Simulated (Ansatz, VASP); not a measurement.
# BAs in VASP and in Ansatz

```
CELL_PARAMETERS angstrom
0.00000 2.38850 2.38850
2.38850 0.00000 2.38850
2.38850 2.38850 0.00000
ATOMIC_POSITIONS crystal
B 0.00000 0.00000 0.00000
As 0.75000 0.75000 0.75000
```

Alike in both runs: task electric field gradients; functional PBE; k mesh 13 × 13 × 13; occupations fermi-dirac, width 0.05 eV; no spin polarisation.

|  | VASP | Ansatz |
| --- | --- | --- |
| version | VASP 6.6.1 | Ansatz 0.2.0 |
| potentials or method | VASP PAW PBE potentials, release 64 (B, As), cutoff 520 eV | all-electron PAW with datasets made for the crystal, scalar-relativistic |

Ansatz gave:

```
pressure (GPa) : 2.7
```

**Question.** What did VASP give for the same quantities?

**Answer.** Pressure (GPa): 3.4.

Ansatz ran all-electron here, and VASP with PAW potentials.
